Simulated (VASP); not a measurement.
# AlN (C2) in VASP: further runs, part 2 of 2

VASP 6.6.1. The steps go on from the part before.

### Step 3. Single point, PBEsol (mode 4 frozen in at -0.076 Å, strain +e along z and -e/2 along x and y +0.0467)

INCAR reads:

```
  PREC = Accurate
  ENCUT = 520
  EDIFF = 1E-6
  ISMEAR = 0
  SIGMA = 0.05
  LREAL = False
  LASPH = True
  NELM = 60
  ALGO = Normal
  ISIF = 2
  LWAVE = False
  LCHARG = True
  GGA = PS
  LELF = True
  LVHAR = True
  NBANDS = 11
```

KPOINTS reads:

```
regular mesh
0
Gamma
  10 10 10
```

POSCAR reads:

```
AlN
1.0
    0.0000000000      2.2908669450      2.1375515447
    2.1375515447      0.0000000000      2.1375515447
    2.1375515447      2.2908669450      0.0000000000
Al N
1 1
Direct
   -0.0090133114      0.0090133114      0.0090133114
    0.7673622480      0.7326377520      0.7326377520
```

Potentials or basis: VASP PAW PBE potentials, release 64 (Al, N).

Started as:

```
cat potpaw_PBE.64/Al/POTCAR potpaw_PBE.64/N/POTCAR > POTCAR
mpirun -np 1 vasp_std > vasp.out
```

OUTCAR:

```text
PREC = Accurate
   ENCUT = 520
   EDIFF = 1E-6
   ISMEAR = 0
   LREAL = False
   LASPH = True
   NELM = 60
   ISIF = 2
   GGA = PS

 ion  position               nearest neighbor table
   1  0.991  0.009  0.009-   2 1.84   2 1.84   2 1.96   2 1.96
   2  0.767  0.733  0.733-   1 1.84   1 1.84   1 1.96   1 1.96

  LATTYP: Found a body centered tetragonal cell.
 ALAT       =     3.0229543848
 C/A-ratio  =     1.5156477098

  Lattice vectors:

 A1 = (   0.0000000000,  -2.2908669450,   2.1375515447)
 A2 = (   0.0000000000,  -2.2908669450,  -2.1375515447)
 A3 = (   2.1375515447,   2.2908669450,   0.0000000000)

Analysis of symmetry for initial positions (statically):
=====================================================================
 Subroutine PRICEL returns:
 Original cell was already a primitive cell.

 Routine SETGRP: Setting up the symmetry group for a
 body centered tetragonal supercell.

 Subroutine GETGRP returns: Found  2 space group operations
 (whereof  2 operations were pure point group operations)
 out of a pool of 16 trial point group operations.

The static configuration has the point symmetry C_2 .

Analysis of symmetry for dynamics (positions and initial velocities):
=====================================================================
 Subroutine PRICEL returns:
 Original cell was already a primitive cell.

 Routine SETGRP: Setting up the symmetry group for a
 body centered tetragonal supercell.

 Subroutine GETGRP returns: Found  2 space group operations
 (whereof  2 operations were pure point group operations)
 out of a pool of 16 trial point group operations.

The dynamic configuration has the point symmetry C_2 .

 Subroutine INISYM returns: Found  2 space group operations
 (whereof  2 operations are pure point group operations),
 and found     1 'primitive' translations

----------------------------------------------------------------------------------------

                                     Primitive cell

  volume of cell :      20.9345
[... 112 lines left out ...]
  Thomas-Fermi vector in A             =   2.324141
   LORBIT       =      0    0 simple, 1 ext, 2 COOP (PROOUT), +10 PAW based schemes
   GGA     = PS    functional components
   LHFCALC =     F    Hartree Fock is set to
   AEXX    =    0.0000 exact exchange contribution
   IVDW    =     0    specifies the selected vdW correction
   LEPSILON=     F    determine dielectric tensor
   LRPA    =     F    only Hartree local field effects (RPA)
 non-spin polarized calculation
 Gauss-broadening in eV      SIGMA  =   0.05
  energy-cutoff  :      520.00
  volume of cell :       20.93
 maximum number of plane-waves:       576
   NGX = 11   NGY = 11   NGZ = 11

 number of electron       8.0000000 magnetization

 Free energy of the ion-electron system (eV)
  ---------------------------------------------------
  ext. energy  EPLUGINS =         0.00000000
  ---------------------------------------------------
  free energy    TOTEN  =       -15.49303044 eV

  energy without entropy =      -15.49303044  energy(sigma->0) =      -15.49303044

 E-fermi :   6.4293     XC(G=0): -11.1108

 val. band max:        6.1247135487   @ k =   0.0000   0.0000   0.0000
 cond. band min:       8.9374276977   @ k =   0.5000   0.5000   0.0000
 fundamental gap:      2.8127141490
 Fermi energy:         6.4293109151

 k-point     1 :       0.0000    0.0000    0.0000
  band No.  band energies     occupation
      1      -9.0910      2.00000
      2       5.4498      2.00000
      3       5.9732      2.00000
      4       6.1247      2.00000
      5       9.8837      0.00000
      6      18.2436      0.00000
      7      18.2792      0.00000
      8      18.3168      0.00000
      9      22.0143      0.00000
     10      23.0754      0.00000
     11      24.4157      0.00000
[... 309 lines left out ...]
 k-point    24 :      -0.1000   -0.1000    0.3000
  band No.  band energies     occupation
      1      -7.3554      2.00000
      2       0.8250      2.00000
      3       5.0209      2.00000
      4       5.4346      2.00000
      5      12.7884      0.00000
      6      15.3450      0.00000
      7      17.0815      0.00000
      8      18.1028      0.00000
      9      21.7758      0.00000
     10      24.4212      0.00000
     11      25.6253      0.00000

 [... further k-points ...]
[... 5 lines left out ...]
  --------------------------------------------------------------------------------------
  -------------------------------------------------------------------------------------
  Total        0.4445970     -0.6456934      0.7606541      0.0000000     -1.0375050      0.0000000
  in kB       34.0262480    -49.4167160     58.2149786      0.0000000    -79.4031519      0.0000000
  external PRESSURE =      14.2748369 kB  Pullay stress =       0.0000000 kB

 VOLUME and BASIS-vectors are now :
 -----------------------------------------------------------------------------
  energy-cutoff  :      520.00
  volume of cell :       20.93
      direct lattice vectors                 reciprocal lattice vectors
     0.000000000  2.290866945  2.137551545    -0.233912488  0.218257984  0.233912488
     2.137551545  0.000000000  2.137551545     0.233912488 -0.218257984  0.233912488
     2.137551545  2.290866945  0.000000000     0.233912488  0.218257984 -0.233912488

 POSITION                                       TOTAL-FORCE (eV/Angst)
 -----------------------------------------------------------------------------------
      0.03853      2.29087      2.13755        -1.531368      0.000000      0.000000
      3.13210      3.43630      3.20633         1.531368      0.000000      0.000000
 -----------------------------------------------------------------------------------
    total drift:                                0.000129     -0.000000     -0.000000

  FREE ENERGIE OF THE ION-ELECTRON SYSTEM (eV)
  ---------------------------------------------------
  free  energy   TOTEN  =       -15.4930304375 eV

  energy  without entropy=      -15.4930304375  energy(sigma->0) =      -15.49303044
```

OSZICAR:

```text
N       E                     dE             d eps       ncg     rms          rms(c)
DAV:   1     0.103424818147E+02    0.10342E+02   -0.38258E+03  6340   0.603E+02
DAV:   2    -0.168342375923E+02   -0.27177E+02   -0.26040E+02  7482   0.137E+02
DAV:   3    -0.177430505638E+02   -0.90881E+00   -0.90757E+00  7613   0.237E+01
DAV:   4    -0.177478099725E+02   -0.47594E-02   -0.47590E-02  7065   0.187E+00
DAV:   5    -0.177478658553E+02   -0.55883E-04   -0.55882E-04  7587   0.196E-01    0.832E+00
DAV:   6    -0.155356339908E+02    0.22122E+01   -0.10928E+01  7235   0.164E+01    0.286E+00
DAV:   7    -0.155120044841E+02    0.23630E-01   -0.15344E-01  6939   0.307E+00    0.202E+00
DAV:   8    -0.154942845886E+02    0.17720E-01   -0.29073E-02  7104   0.157E+00    0.551E-01
DAV:   9    -0.154930171170E+02    0.12675E-02   -0.37560E-03  7521   0.380E-01    0.223E-01
DAV:  10    -0.154930272711E+02   -0.10154E-04   -0.26951E-04  6993   0.114E-01    0.123E-02
DAV:  11    -0.154930301736E+02   -0.29025E-05   -0.50575E-06  7473   0.191E-02    0.550E-03
DAV:  12    -0.154930304375E+02   -0.26392E-06   -0.74128E-07  4062   0.595E-03
   1 F= -.15493030E+02 E0= -.15493030E+02  d E =-.215246E-20
```

stdout:

```text
POSCAR found type information on POSCAR AlN
 POSCAR found :  2 types and       2 ions
 scaLAPACK will be used
 -----------------------------------------------------------------------------
|                                                                             |
|                                                                             |
|     You enforced a specific xc type in the INCAR file but a different       |
|     I HOPE YOU KNOW WHAT YOU ARE DOING!                                     |
|                                                                             |
 -----------------------------------------------------------------------------

 LDA part: xc-table for (Slater+PW92), standard interpolation
 POSCAR, INCAR and KPOINTS ok, starting setup
 FFT: planning ... GRIDC
 FFT: planning ... GRID_SOFT
 FFT: planning ... GRID
 WAVECAR not read
 entering main loop
```

Wall time 2 min (1 thread of AMD EPYC 7R13, shared host); peak memory 0.15 GiB.

What came out:

```yaml
Free_energy: -15.4930 eV
Pressure: 1.4 GPa
Largest_force: 1.531 eV/Å
Band_gap_on_the_k_mesh: 2.81 eV, indirect (least direct gap 3.76 eV)
```

Forces in eV/Å, atoms in the order of the input:
```
Al  -1.531  0.000  0.000
N    1.531  0.000  0.000
```

Levels at points of the mesh, in eV from the valence-band top:
```csv
k point,band 1,band 2,band 3,band 4,band 5,band 6,band 7,band 8,band 9
"(0.00, 0.00, 0.00)",-15.22,-0.67,-0.15,0.00,3.76,12.12,12.15,12.19,15.89
"(0.50, 0.00, 0.00)",-13.16,-6.08,-1.28,-0.42,6.78,9.48,10.41,11.30,17.19
"(0.00, 0.50, 0.00)",-13.12,-6.26,-0.94,-0.40,6.64,9.38,10.33,11.52,17.23
"(0.50, 0.50, 0.00)",-12.40,-5.00,-2.24,-2.21,2.81,7.73,13.79,14.13,16.16
"(0.00, 0.50, 0.50)",-12.40,-4.99,-2.46,-2.05,2.84,7.83,13.78,14.05,16.13
"(0.50, 0.00, 0.50)",-12.71,-5.66,-1.67,-1.65,3.15,8.78,12.61,15.67,15.74
```

Caveat: the cell differs from its parent crystal (mode 4 frozen in at -0.076 Å, strain +e along z and -e/2 along x and y +0.0467); the PAW data sets were made with another functional, which shifts forces and pressure a little.

### Step 4. Single point, PBEsol (mode 4 frozen in at -0.057 Å, strain +e along z and -e/2 along x and y +0.0233)

INCAR reads:

```
SYSTEM = AlN
PREC = Accurate
ENCUT = 520
EDIFF = 1E-7
ISMEAR = 0
SIGMA = 0.05
LREAL = .FALSE.
LASPH = .TRUE.
NELM = 100
ALGO = Normal
ISIF = 2
LWAVE = .FALSE.
LCHARG = .TRUE.
GGA = PS
LELF = .TRUE.
LVHAR = .TRUE.
NBANDS = 11
```

KPOINTS reads:

```
regular mesh
0
G
  10 10 10
  0 0 0
```

POSCAR reads:

```
AlN
1.0
    0.0000000000      2.2396523787      2.1631588278
    2.1631588278      0.0000000000      2.1631588278
    2.1631588278      2.2396523787      0.0000000000
Al N
1 1
Direct
   -0.0067599835      0.0067599835      0.0067599835
    0.7630216860      0.7369783140      0.7369783140
```

Started as:

```
cat potpaw_PBE.64/Al/POTCAR potpaw_PBE.64/N/POTCAR > POTCAR
mpirun -np 1 vasp_std > vasp.out
```

Wall time 36 s (1 thread of Intel Xeon Platinum 8259CL at 2.50GHz (Skylake/Cascade Lake), shared host); peak memory 0.18 GiB.

The run converged. Its results:

```yaml
Free_energy: -15.5525 eV
Pressure: 0.9 GPa
Largest_force: 1.199 eV/Å
Band_gap_on_the_k_mesh: 2.93 eV, indirect (least direct gap 3.85 eV)
```

Forces on the atoms (eV/Å):
```
Al  -1.199  0.000  0.000
N    1.199  0.000  0.000
```

Stress tensor (GPa, compression positive):
```
 1.58  0.00  0.00
 0.00 -1.93 -5.99
 0.00 -5.99  2.99
```

Levels at points of the mesh, in eV from the valence-band top:
| k point | band 1 | band 2 | band 3 | band 4 | band 5 | band 6 | band 7 | band 8 |
| --- | --- | --- | --- | --- | --- | --- | --- | --- |
| (0.00, 0.00, 0.00) | -15.13 | -0.47 | -0.15 | 0.00 | 3.85 | 12.18 | 12.21 | 12.24 |
| (0.50, 0.00, 0.00) | -13.08 | -6.03 | -1.01 | -0.51 | 7.00 | 9.54 | 10.56 | 11.06 |
| (0.00, 0.50, 0.00) | -13.05 | -6.16 | -0.76 | -0.48 | 6.90 | 9.46 | 10.51 | 11.22 |
| (0.50, 0.50, 0.00) | -12.38 | -5.03 | -2.08 | -2.06 | 2.93 | 8.01 | 13.73 | 14.77 |
| (0.00, 0.50, 0.50) | -12.38 | -5.02 | -2.25 | -1.93 | 2.94 | 8.07 | 13.73 | 14.73 |
| (0.50, 0.00, 0.50) | -12.53 | -5.36 | -1.79 | -1.78 | 3.09 | 8.54 | 13.13 | 15.55 |

Caveat: the cell differs from its parent crystal (mode 4 frozen in at -0.057 Å, strain +e along z and -e/2 along x and y +0.0233); the PAW data sets were made with another functional, which shifts forces and pressure a little.
